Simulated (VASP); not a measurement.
Input of a VASP 6.6.1 run:

The input POSCAR:

```
Li2BrF
1.0
    3.5524599019      0.0000000000      0.0000000000
    0.0000000000      3.5524599019      0.0000000000
    0.0000000000      0.0000000000      4.8232899083
F Li Br
1 2 1
Direct
    0.0000000000      0.0000000000      0.0000000000
    0.0000000000      0.0000000000      0.5000000000
    0.5000000000      0.5000000000      0.0000000000
    0.5000000000      0.5000000000      0.5000000000
```

INCAR.step1

```
  PREC = Accurate
  ENCUT = 520
  EDIFF = 1E-5
  ISMEAR = 0
  SIGMA = 0.01
  LREAL = F
  LASPH = T
  NELM = 60
  ALGO = Normal
  ISIF = 2
  LWAVE = T
  LCHARG = F
  NBANDS = 18
  GGA = PE
```

Contents of INCAR.step2:

```
  PREC = Accurate
  ENCUT = 520
  EDIFF = 1E-7
  ISMEAR = 0
  SIGMA = 0.01
  LREAL = F
  LASPH = T
  NELM = 60
  ALGO = Normal
  ISIF = 2
  LWAVE = F
  LCHARG = F
  GGA = PE
  LHFCALC = T
  AEXX = 0.3
  HFSCREEN = 0.5
  PRECFOCK = Normal
  NBANDS = 18
  ISTART = 1
```

Contents of KPOINTS:

```
regular mesh
0
Gamma
  4 4 2
```

Potentials or basis: VASP PAW PBE potentials, release 64 (F, Li_sv, Br).

The run is started by

```bash
$ cat potpaw_PBE.64/F/POTCAR potpaw_PBE.64/Li_sv/POTCAR potpaw_PBE.64/Br/POTCAR > POTCAR
$ cp INCAR.step1 INCAR
$ mpirun -np 1 vasp_std > vasp.out
$ cp INCAR.step2 INCAR
$ mpirun -np 1 vasp_std > vasp.out
```

(1) What does it give for the band gap on the k mesh?

Results:

(1) 6.33 eV.

Caveat: the k points lie up to 0.65 Å⁻¹ apart.
